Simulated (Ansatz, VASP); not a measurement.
# Two plane-wave programs on WS2

The input POSCAR:

```
WS2
1.0
   -2.3690038826      2.3690038826      4.6455734726
    2.3690038826     -2.3690038826      4.6455734726
    2.3690038826      2.3690038826     -4.6455734726
W S
2 4
Direct
    0.7500000000      0.2500000000      0.5000000000
    0.0000000000      0.0000000000      0.0000000000
    0.4876337886     -0.0123662114      0.5000000000
    0.7376337886      0.7376337886      0.0000000000
    0.2623662114      0.2623662114      0.0000000000
    1.0123662114      0.5123662114      0.5000000000
```

INCAR.step1

```
ALGO     = Normal         # electronic algorithm
EDIFF    = 1E-4           # SCF threshold, eV
ENCUT    = 520            # plane-wave cutoff, eV
GGA      = PE             # functional
ISMEAR   = -1             # smearing method
LASPH    = True           # aspherical terms in the spheres
LCHARG   = False          # write CHGCAR
LREAL    = False          # projectors in reciprocal space
LWAVE    = True           # write WAVECAR
NBANDS   = 35             # bands
NELM     = 80             # most SCF steps
PREC     = Accurate       # precision mode
SIGMA    = 0.03           # smearing width, eV
```

The input INCAR.step2:

```
ALGO     = Normal         # electronic algorithm
BPARAM   = 11.95        
CPARAM   = 0.0093       
EDIFF    = 1E-7           # SCF threshold, eV
ENCUT    = 520            # plane-wave cutoff, eV
ISIF     = 2              # what is computed and relaxed
ISMEAR   = -1             # smearing method
ISTART   = 1            
IVDW_NL  = 2            
LASPH    = True           # aspherical terms in the spheres
LCHARG   = False          # write CHGCAR
LMIXTAU  = True         
LREAL    = False          # projectors in reciprocal space
LUSE_VDW = True         
LWAVE    = False          # write WAVECAR
METAGGA  = R2SCAN         # meta-GGA
NBANDS   = 35             # bands
NELM     = 80             # most SCF steps
PREC     = Accurate       # precision mode
SIGMA    = 0.03           # smearing width, eV
```

Contents of KPOINTS:

```
k-points
0
Gamma
  8 8 8
```

Input for Ansatz:

```yaml
crystal:
  lattice:
    - [-2.3690038826, 2.3690038826, 4.6455734726]
    - [2.3690038826, -2.3690038826, 4.6455734726]
    - [2.3690038826, 2.3690038826, -4.6455734726]
  atoms:
    - { symbol: W, position: [0.75, 0.25, 0.5] }
    - { symbol: W, position: [0.0, 0.0, 0.0] }
    - { symbol: S, position: [0.4876337886, -0.0123662114, 0.5] }
    - { symbol: S, position: [0.7376337886, 0.7376337886, 0.0] }
    - { symbol: S, position: [0.2623662114, 0.2623662114, 0.0] }
    - { symbol: S, position: [1.0123662114, 0.5123662114, 0.5] }
kpoints:
  mp_grid: { grid: [8, 8, 8] }
  band_path:
    path:
      - [0.0, 0.0, 0.0]
      - [0.0, 0.0, 0.5]
      - [0.25, 0.25, 0.25]
      - [0.0, 0.5, 0.0]
      - [0.5, 0.5, -0.5]
      - [0.3150119043, 0.6849880957, -0.3150119043]
      - [-0.3150119043, 0.3150119043, 0.3150119043]
      - [-0.1300238086, 0.1300238086, 0.5]
      - [0.5, 0.5, -0.1300238086]
    npoints: 1
hamiltonian:
  xc: r2scan
  dispersion: rvv10
scf:
  occupations: { method: fermi_dirac, width: 0.03 }
  n_extra_bands: 5
output:
  forces: true
  stress: true
  eigenvalues: true
```

Alike in both runs: task single point; functional r2SCAN; dispersion rVV10; k mesh 8 × 8 × 8; occupations fermi-dirac, width 0.03 eV; no spin polarisation.

|  | VASP | Ansatz |
| --- | --- | --- |
| version | VASP 6.6.1 | Ansatz 0.2.0 |
| potentials or method | VASP PAW PBE potentials, release 64 (W_sv, S) | plane waves, PAW |
| plane-wave cutoff (eV) | 520 | 500 |
| valence electrons in the cell | 52 | 52 |

|  | VASP | Ansatz | Ansatz less VASP |
| --- | --- | --- | --- |
| pressure (GPa) | 0.4 | 0.0 | -0.34 |
| rms of the force components (eV/Å) | 0.009 | 0.001 | -0.0080 |

VASP's potentials were made for PBE, not for r2SCAN. Atom by atom the forces differ by 0.009 eV/Å (rms over components).

Spin-orbit coupling is off throughout.
